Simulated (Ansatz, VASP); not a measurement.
# Two plane-wave programs on Hf5C3

```
Hf C
1.0
     4.72202    0.00000    0.00000
    -2.36101    4.08939    0.00000
     0.00000    0.00000    6.77516
Hf C
5 3
Cartesian
  3.5089 0.7004 3.3876
  2.3610 2.6886 3.3876
  1.2131 0.7004 3.3876
  0.0000 0.0000 2.0336
  0.0000 0.0000 4.7415
  2.3610 1.3631 4.8296
  2.3610 1.3631 1.9456
  0.0000 2.7263 3.3876
```

Alike in both runs: task relaxation of cell and atoms; functional PBE; k mesh 4 × 4 × 3; occupations gaussian, width 0.2 eV; no spin polarisation.

```csv
,VASP,Ansatz
version,VASP 6.6.1,Ansatz 0.2.0
potentials or method,"VASP PAW PBE potentials, release 64 (Hf_pv, C), cutoff 600 eV","scalar-relativistic, plane waves, PAW"
valence electrons in the cell,62,142
```

```csv
,VASP,Ansatz,Ansatz less VASP
"gap on the k mesh at the Fermi level, each at its own relaxed structure (eV)",none,none,-
relaxed volume (Å³/atom),24.42,24.35,-0.073
relaxed cell length with the largest relative difference (Å),5.413,5.407,-0.0058
```

A gap of «none» marks a metal or a gap that the smearing closes. VASP's potentials hold 62 valence electrons a cell and Ansatz's 142, so a difference there can come from the potentials and not from the codes.

The k mesh is coarse, so the values compare programs but aren't converged. Neither program's run includes spin-orbit coupling. Noted on VASP's run: the volume moved by over 15 % at a fixed basis, so the end points are rough.
